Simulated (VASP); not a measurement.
Input of a VASP 6.6.1 run:

File POSCAR:

```
Ti
1.0
    2.9942478283      0.0000000000      0.0000000000
   -1.4971239141      2.5930946845      0.0000000000
    0.0000000000      0.0000000000      4.8265800000
Ti
2
Direct
    0.3333333333      0.6666666667      0.2500000000
    0.6666666667      0.3333333333      0.7500000000
```

The input INCAR.step1:

```
PREC = Accurate ; ENCUT = 520
ISMEAR = 0 ; SIGMA = 0.15
LREAL = F ; LASPH = T
NELM = 80 ; NBANDS = 19
GGA = PE ; ALGO = Normal
EDIFF = 1E-4 ; LWAVE = T
LCHARG = F
```

The input INCAR.step2:

```
PREC = Accurate ; ENCUT = 520
EDIFF = 1E-7 ; ISMEAR = 0
SIGMA = 0.15 ; LREAL = F
LASPH = T ; NELM = 80
ALGO = Normal ; ISIF = 2
LWAVE = F ; LCHARG = F
METAGGA = R2SCAN ; LMIXTAU = T
NBANDS = 19 ; ISTART = 1
```

Contents of KPOINTS:

```
regular mesh
0
Gamma
  18 18 10
```

Potentials or basis: VASP PAW PBE potentials, release 64 (Ti_sv).

Run with:

```bash
$ cat potpaw_PBE.64/Ti_sv/POTCAR > POTCAR
$ cp INCAR.step1 INCAR
$ mpirun -np 1 vasp_std > vasp.out
$ cp INCAR.step2 INCAR
$ mpirun -np 1 vasp_std > vasp.out
```

(1) Predict the pressure.

(2) Estimate the band gap on the k mesh.

Results:

(1) -7.8 GPa.

(2) zero (band 12 reaches 8.41 eV, above the bottom of band 13 at 7.24 eV).

Caveat: the cell differs from its parent crystal (strain +0.015 along x and y, +0.030 along z); the PAW data sets were made with another functional, which shifts forces and pressure a little.
